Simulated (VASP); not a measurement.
# Ta (Im-3m) in VASP: further runs

Runs on Ta. Level: PBE. Tasks: single point, relaxation of cell and atoms.

Program: VASP 6.6.1. These are calculated values, not measurements. Logs are shortened: lines on timing, memory, paths and dates and some standing lists are left out, and cuts for length are marked.

## Step 1: The cell of the first run

It takes space group Im-3m (No. 229, cubic). Conventional cell: a = 3.123 Å, b = 3.123 Å, c = 3.123 Å, α = 90.00°, β = 90.00°, γ = 90.00°. Within 3.6 Å of Ta (site symmetry m-3m) lie 14 Ta at 2.70 to 3.12 Å.

## Step 2: Single point, PBE

File INCAR:

```
SYSTEM = Ta
PREC = Accurate ; ENCUT = 520
EDIFF = 1E-7 ; ISMEAR = 0
SIGMA = 0.1 ; LREAL = .FALSE.
LASPH = .TRUE. ; NELM = 60
ALGO = Normal ; ISIF = 2
LWAVE = .FALSE. ; LCHARG = .FALSE.
GGA = PE ; NBANDS = 12
```

File KPOINTS:

```
regular mesh
0
G
  8 8 8
  0 0 0
```

File POSCAR:

```
Ta
1.0
   -1.5615131466      1.5615131466      1.5615131466
    1.5615131466     -1.5615131466      1.5615131466
    1.5615131466      1.5615131466     -1.5615131466
Ta
1
Direct
    0.0000000000      0.0000000000      0.0000000000
```

Potentials or basis: VASP PAW PBE potentials, release 64 (Ta_pv).

Launch:

```sh
$ cat potpaw_PBE.64/Ta_pv/POTCAR > POTCAR
$ mpirun -np 1 vasp_std > vasp.out
```

OUTCAR:

```text
SYSTEM = Ta
   PREC = Accurate
   ENCUT = 520
   EDIFF = 1E-7
   ISMEAR = 0
   LREAL = .FALSE.
   LASPH = .TRUE.
   NELM = 60
   ISIF = 2
   GGA = PE

 ion  position               nearest neighbor table
   1  0.000  0.000  0.000-

  LATTYP: Found a body centered cubic cell.
 ALAT       =     3.1230262932

  Lattice vectors:

 A1 = (  -1.5615131466,   1.5615131466,   1.5615131466)
 A2 = (   1.5615131466,  -1.5615131466,   1.5615131466)
 A3 = (   1.5615131466,   1.5615131466,  -1.5615131466)

Analysis of symmetry for initial positions (statically):
=====================================================================
 Subroutine PRICEL returns:
 Original cell was already a primitive cell.

 Routine SETGRP: Setting up the symmetry group for a
 body centered cubic supercell.

 Subroutine GETGRP returns: Found 48 space group operations
 (whereof 48 operations were pure point group operations)
 out of a pool of 48 trial point group operations.

The static configuration has the point symmetry O_h .

Analysis of symmetry for dynamics (positions and initial velocities):
=====================================================================
 Subroutine PRICEL returns:
 Original cell was already a primitive cell.

 Routine SETGRP: Setting up the symmetry group for a
 body centered cubic supercell.

 Subroutine GETGRP returns: Found 48 space group operations
 (whereof 48 operations were pure point group operations)
 out of a pool of 48 trial point group operations.

The dynamic configuration has the point symmetry O_h .

 Subroutine INISYM returns: Found 48 space group operations
 (whereof 48 operations are pure point group operations),
 and found     1 'primitive' translations

----------------------------------------------------------------------------------------

                                     Primitive cell

  volume of cell :      15.2299

  direct lattice vectors                    reciprocal lattice vectors
    -1.561513147  1.561513147  1.561513147     0.000000000  0.320202235  0.320202235
     1.561513147 -1.561513147  1.561513147     0.320202235  0.000000000  0.320202235
     1.561513147  1.561513147 -1.561513147     0.320202235  0.320202235  0.000000000

  length of vectors
     2.704620107  2.704620107  2.704620107     0.452834344  0.452834344  0.452834344

  position of ions in fractional coordinates (direct lattice)
     0.000000000  0.000000000  0.000000000

  ion indices of the primitive-cell ions
   primitive index   ion index
                 1           1

----------------------------------------------------------------------------------------

 KPOINTS: regular mesh

Automatic generation of k-mesh.
 Grid dimensions read from file:
 generate k-points for:    8    8    8

 Generating k-lattice:

  Cartesian coordinates                     Fractional coordinates (reciprocal lattice)
     0.000000000  0.040025279  0.040025279     0.125000000  0.000000000  0.000000000
     0.040025279  0.000000000  0.040025279     0.000000000  0.125000000  0.000000000
     0.040025279  0.040025279  0.000000000     0.000000000  0.000000000  0.125000000

  Length of vectors
     0.056604293  0.056604293  0.056604293

  Shift w.r.t. Gamma in fractional coordinates (k-lattice)
     0.000000000  0.000000000  0.000000000

 Subroutine IBZKPT returns following result:
 ===========================================

 Found     29 irreducible k-points:

 Following reciprocal coordinates:
            Coordinates               Weight
  0.000000  0.000000  0.000000      1.000000
  0.125000  0.000000  0.000000     12.000000
  0.250000  0.000000  0.000000     12.000000
  0.375000  0.000000  0.000000     12.000000
  0.500000  0.000000  0.000000      6.000000
  0.125000  0.125000  0.000000     24.000000
[... 16 lines left out ...]
 -0.250000  0.250000  0.250000      6.000000
 -0.375000  0.375000  0.250000     24.000000
 [... further k-points ...]
   k-points           NKPTS =     29   k-points in BZ     NKDIM =     29   number of bands    NBANDS=     12
   number of dos      NEDOS =    301   number of ions     NIONS =      1
   total plane-waves  NPLWV =   8000
   dimension x,y,z NGX =    20 NGY =   20 NGZ =   20
   dimension x,y,z NGXF=    40 NGYF=   40 NGZF=   40
   ions per type =               1
   NGX,Y,Z   is equivalent  to a cutoff of  12.29, 12.29, 12.29 a.u.
   NGXF,Y,Z  is equivalent  to a cutoff of  24.59, 24.59, 24.59 a.u.
 SYSTEM =  Ta
   PREC   = accura    normal or accurate (medium, high low for compatibility)
   ISTART =      0    job   : 0-new  1-cont  2-samecut
   ICHARG =      2    charge: 1-file 2-atom 10-const
   ISPIN  =      1    spin polarized calculation?
   LNONCOLLINEAR =      F non collinear calculations
   LSORBIT =      F    spin-orbit coupling
   LASPH  =      T    aspherical Exc in radial PAW
   ENCUT  =  520.0 eV  38.22 Ry    6.18 a.u.   5.03  5.03  5.03*2*pi/ulx,y,z
   NELM   =     60;   NELMIN=  2; NELMDL= -5     # of ELM steps
   EDIFF  = 0.1E-06   stopping-criterion for ELM
   LREAL  =      F    real-space projection
   EDIFFG = 0.1E-05   stopping-criterion for IOM
   NSW    =      0    number of steps for IOM
   IBRION =     -1    ionic relax: 0-MD 1-quasi-New 2-CG
   NFREE  =      0    steps in history (QN), initial steepest desc. (CG)
   ISIF   =      2    stress and relaxation
   ISYM   =      2    0-nonsym 1-usesym 2-fastsym
   POTIM  = 0.5000    time-step for ionic-motion
   TEBEG  =    0.0;   TEEND  =   0.0 temperature during run
   PSTRESS=    0.0 pullay stress
   NELECT =      11.0000    total number of electrons
   NUPDOWN=      -1.0000    fix difference up-down
   EMIN   =  10.00;   EMAX   =-10.00  energy-range for DOS
   EFERMI =   0.00;   METHOD = LEGACY
   ISMEAR =     0;   SIGMA  =   0.10  broadening in eV -4-tet -1-fermi 0-gaus
   EFERMI_NEDOS =   21; number of points for ismear=-14 and -15
   IALGO  =     38    algorithm
   IMIX   =      4    mixing-type and parameters
     AMIX     =   0.40;   BMIX     =  1.00
     AMIX_MAG =   1.60;   BMIX_MAG =  1.00
  volume/ion in A,a.u.               =      15.23       102.78
  Fermi-wavevector in a.u.,A,eV,Ry     =   1.468836  2.775698 29.354301  2.157480
  Thomas-Fermi vector in A             =   2.584286
   LORBIT       =      0    0 simple, 1 ext, 2 COOP (PROOUT), +10 PAW based schemes
   GGA     = PE    functional components
   LHFCALC =     F    Hartree Fock is set to
   AEXX    =    0.0000 exact exchange contribution
   IVDW    =     0    specifies the selected vdW correction
   LEPSILON=     F    determine dielectric tensor
   LRPA    =     F    only Hartree local field effects (RPA)
 non-spin polarized calculation
 Gauss-broadening in eV      SIGMA  =   0.10
  energy-cutoff  :      520.00
  volume of cell :       15.23
 maximum number of plane-waves:       427
   NGX =  9   NGY =  9   NGZ =  9

 number of electron      11.0000004 magnetization

 Free energy of the ion-electron system (eV)
  ---------------------------------------------------
  ext. energy  EPLUGINS =         0.00000000
  ---------------------------------------------------
  free energy    TOTEN  =       -11.44017690 eV

  energy without entropy =      -11.43491128  energy(sigma->0) =      -11.43754409

 E-fermi :   6.7823     XC(G=0): -13.5032

 val. band max:        6.7423899632   @ k =   0.2500   0.0000   0.0000
 cond. band min:       6.7834610711   @ k =  -0.2500   0.2500   0.1250
 fundamental gap:      0.0410711080
 Fermi energy:         6.7822501094

 k-point     1 :       0.0000    0.0000    0.0000
  band No.  band energies     occupation
      1     -25.4670      2.00000
      2     -25.4670      2.00000
      3     -25.4670      2.00000
      4      -1.5809      2.00000
      5       7.6215      0.00000
      6       7.6215      0.00000
      7       7.6215      0.00000
      8      11.5244      0.00000
      9      11.5244      0.00000
     10      22.1756      0.00000
     11      22.7479      0.00000
     12      22.7479      0.00000

 k-point     2 :       0.1250    0.0000    0.0000
  band No.  band energies     occupation
      1     -25.7940      2.00000
      2     -25.5632      2.00000
      3     -25.4703      2.00000
      4      -0.7480      2.00000
      5       7.0866      0.00002
      6       7.3977      0.00000
      7       8.4674      0.00000
      8      10.8285      0.00000
      9      11.5288      0.00000
     10      22.1750      0.00000
     11      23.4740      0.00000
     12      24.1743      0.00000

 k-point     3 :       0.2500    0.0000    0.0000
  band No.  band energies     occupation
      1     -26.5282      2.00000
      2     -25.7889      2.00000
      3     -25.4783      2.00000
      4       1.0558      2.00000
      5       6.0115      2.00000
      6       6.7424      1.42705
      7      10.8536      0.00000
      8      10.8600      0.00000
      9      11.7459      0.00000
     10      22.1725      0.00000
     11      23.4968      0.00000
     12      26.3244      0.00000

 k-point     4 :       0.3750    0.0000    0.0000
  band No.  band energies     occupation
      1     -27.1991      2.00000
      2     -26.0059      2.00000
      3     -25.4867      2.00000
      4       1.8256      2.00000
      5       5.1330      2.00000
      6       7.8404      0.00000
      7      11.5700      0.00000
      8      12.3421      0.00000
      9      14.2512      0.00000
     10      21.0029      0.00000
     11      22.1480      0.00000
     12      23.2350      0.00000

 k-point     5 :       0.5000    0.0000    0.0000
  band No.  band energies     occupation
      1     -27.4615      2.00000
      2     -26.0935      2.00000
      3     -25.4903      2.00000
      4       1.7310      2.00000
      5       4.8089      2.00000
      6       9.4864      0.00000
      7      11.5546      0.00000
      8      12.7855      0.00000
      9      16.4997      0.00000
     10      19.6786      0.00000
     11      21.5998      0.00000
     12      22.2438      0.00000

 k-point     6 :       0.1250    0.1250    0.0000
  band No.  band energies     occupation
      1     -26.2980      2.00000
      2     -25.6806      2.00000
      3     -25.5452      2.00000
      4       0.6552      2.00000
      5       6.5039      1.99992
      6       6.5318      1.99960
      7      10.2519      0.00000
      8      10.2627      0.00000
      9      12.0086      0.00000
     10      22.1736      0.00000
     11      24.5666      0.00000
     12      25.3894      0.00000

 k-point     7 :       0.2500    0.1250    0.0000
  band No.  band energies     occupation
      1     -26.9144      2.00000
      2     -25.9590      2.00000
      3     -25.5815      2.00000
      4       2.2472      2.00000
      5       5.5268      2.00000
      6       6.3682      2.00000
      7      10.6681      0.00000
      8      12.5443      0.00000
      9      13.3879      0.00000
     10      22.1553      0.00000
     11      22.6347      0.00000
     12      25.0498      0.00000

 k-point     8 :       0.3750    0.1250    0.0000
  band No.  band energies     occupation
      1     -27.3132      2.00000
      2     -26.1721      2.00000
      3     -25.5949      2.00000
      4       2.3856      2.00000
      5       5.0304      2.00000
      6       7.9400      0.00000
      7      11.3116      0.00000
      8      12.9977      0.00000
      9      16.6210      0.00000
     10      20.7741      0.00000
     11      21.7293      0.00000
     12      22.2274      0.00000
[... 166 lines left out ...]
 k-point    20 :      -0.3750    0.5000    0.1250
  band No.  band energies     occupation
      1     -27.1688      2.00000
      2     -26.4550      2.00000
      3     -25.8355      2.00000
      4       3.4751      2.00000
      5       5.3264      2.00000
      6       6.4310      2.00000
      7      10.0631      0.00000
      8      13.4557      0.00000
      9      17.3176      0.00000
     10      20.7402      0.00000
     11      22.1941      0.00000
     12      24.8211      0.00000

 k-point    21 :      -0.3750   -0.3750    0.1250
  band No.  band energies     occupation
      1     -26.9105      2.00000
      2     -26.9105      2.00000
      3     -25.8499      2.00000
      4       4.8461      2.00000
      5       4.8461      2.00000
      6       5.0434      2.00000
      7      12.2859      0.00000
      8      12.2859      0.00000
      9      18.5709      0.00000
     10      21.5727      0.00000
     11      21.5727      0.00000
     12      22.1845      0.00000

 k-point    22 :       0.2500    0.2500    0.2500
  band No.  band energies     occupation
      1     -26.4979      2.00000
      2     -26.4979      2.00000
      3     -26.4979      2.00000
      4       5.6262      2.00000
      5       5.6262      2.00000
      6       5.6262      2.00000
      7      13.0239      0.00000
      8      13.0239      0.00000
      9      16.0223      0.00000
     10      22.0098      0.00000
     11      22.0098      0.00000
     12      22.0098      0.00000

 k-point    23 :      -0.2500    0.2500    0.2500
  band No.  band energies     occupation
      1     -26.5747      2.00000
      2     -26.1400      2.00000
      3     -26.1400      2.00000
      4       3.2347      2.00000
      5       5.3692      2.00000
      6       8.3377      0.00000
      7       8.3377      0.00000
      8      10.6117      0.00000
      9      13.0855      0.00000
     10      22.1686      0.00000
     11      23.2708      0.00000
     12      29.6643      0.00000

 k-point    24 :      -0.3750    0.3750    0.2500
  band No.  band energies     occupation
      1     -26.9578      2.00000
      2     -26.3758      2.00000
      3     -26.2074      2.00000
      4       3.6708      2.00000
      5       4.3810      2.00000
      6       8.3332      0.00000
      7       9.1901      0.00000
      8      13.4226      0.00000
      9      13.8313      0.00000
     10      22.1667      0.00000
     11      23.5718      0.00000
     12      26.3332      0.00000

 [... further k-points ...]
[... 5 lines left out ...]
  --------------------------------------------------------------------------------------
  -------------------------------------------------------------------------------------
  Total        4.8199536      4.8199536      4.8199536     -0.0000000     -0.0000000     -0.0000000
  in kB      507.0566912    507.0566912    507.0566912     -0.0000000     -0.0000000     -0.0000000
  external PRESSURE =     507.0566912 kB  Pullay stress =       0.0000000 kB

 VOLUME and BASIS-vectors are now :
 -----------------------------------------------------------------------------
  energy-cutoff  :      520.00
  volume of cell :       15.23
      direct lattice vectors                 reciprocal lattice vectors
    -1.561513147  1.561513147  1.561513147     0.000000000  0.320202235  0.320202235
     1.561513147 -1.561513147  1.561513147     0.320202235  0.000000000  0.320202235
     1.561513147  1.561513147 -1.561513147     0.320202235  0.320202235  0.000000000

 POSITION                                       TOTAL-FORCE (eV/Angst)
 -----------------------------------------------------------------------------------
      0.00000      0.00000      0.00000         0.000000     -0.000000     -0.000000
 -----------------------------------------------------------------------------------
    total drift:                                0.000000     -0.000000      0.000000

  FREE ENERGIE OF THE ION-ELECTRON SYSTEM (eV)
  ---------------------------------------------------
  free  energy   TOTEN  =       -11.4401768987 eV

  energy  without entropy=      -11.4349112760  energy(sigma->0) =      -11.43754409
```

Wall time 8.6 s (1 thread of Intel Xeon Platinum 8259CL at 2.50GHz (Skylake/Cascade Lake), shared host); peak memory 0.12 GiB.

Results:

```yaml
Free_energy: -11.4402 eV
Pressure: 50.7 GPa
```

Caveat: spin-orbit coupling is left out, which moves the levels of the heavy elements.

## Step 3: Relaxation of cell and atoms, PBE, target pressure 50.2 GPa, at which the enthalpy is minimised

File INCAR:

```
PREC = Accurate
ENCUT = 600
EDIFF = 1E-6
ISMEAR = 0
SIGMA = 0.1
LREAL = F
LASPH = T
NELM = 100
ALGO = Normal
ISIF = 3
LWAVE = F
LCHARG = F
GGA = PE
IBRION = 2
NSW = 80
EDIFFG = -0.05
PSTRESS = 502.0
```

File KPOINTS:

```
regular mesh
0
Gamma
  8 8 8
```

POSCAR is that of step 2.

Potentials or basis: VASP PAW PBE potentials, release 64 (Ta_pv).

Launch:

```sh
$ cat potpaw_PBE.64/Ta_pv/POTCAR > POTCAR
$ mpirun -np 1 vasp_std > vasp.out
```

Run time: 11 s. Hardware: 1 thread of Intel Xeon Platinum 8259CL at 2.50GHz (Skylake/Cascade Lake), shared host; peak memory 0.14 GiB.

It converged, with:

```
Free energy                                            : -11.4474 eV
Relaxed volume                                         : 15.25 Å³/atom
Relaxed cell                                           : a = 2.706 Å, b = 2.706 Å, c = 2.706 Å, α = 109.47°, β = 109.47°, γ = 109.47°
Space group after relaxing (to 0.05 Å)                 : Im-3m (No. 229)
Energy change on relaxing (the enthalpy is what falls) : -6.7 meV/atom
Ionic steps                                            : 3
Pressure after relaxing                                : 50.2 GPa
```

Step by step:
```tsv
step	energy change (eV)	largest force (eV/Å)	pressure (GPa)	volume (Å³)
1	0.0000	0.0000	50.74	15.23
2	-0.0349	0.0000	47.95	15.34
3	-0.0067	0.0000	50.21	15.25
```

Final structure:
```cif
data_structure
_symmetry_space_group_name_H-M 'P 1'
_symmetry_Int_Tables_number 1
_cell_length_a 2.7059
_cell_length_b 2.7059
_cell_length_c 2.7059
_cell_angle_alpha 109.471
_cell_angle_beta 109.471
_cell_angle_gamma 109.471
_cell_volume 15.25
loop_
_atom_site_label
_atom_site_type_symbol
_atom_site_fract_x
_atom_site_fract_y
_atom_site_fract_z
_atom_site_occupancy
Ta1 Ta 0.00000 0.00000 0.00000 1
```

Levels at points of the mesh, in eV from the Fermi level:
```tsv
k point	band 1	band 2	band 3	band 4	band 5	band 6	band 7	band 8	band 9
(0.00, 0.00, 0.00)	-32.26	-32.26	-32.26	-8.36	0.84	0.84	0.84	4.74	4.74
(0.50, 0.00, 0.00)	-34.24	-32.88	-32.28	-5.04	-1.97	2.69	4.77	5.99	9.70
(0.50, 0.50, 0.50)	-33.61	-33.61	-33.61	-4.77	-4.77	8.43	8.43	8.43	10.51
```

Caveat: the cell is relaxed towards a set pressure, so the enthalpy falls and the energy may rise; spin-orbit coupling is left out, which moves the levels of the heavy elements.
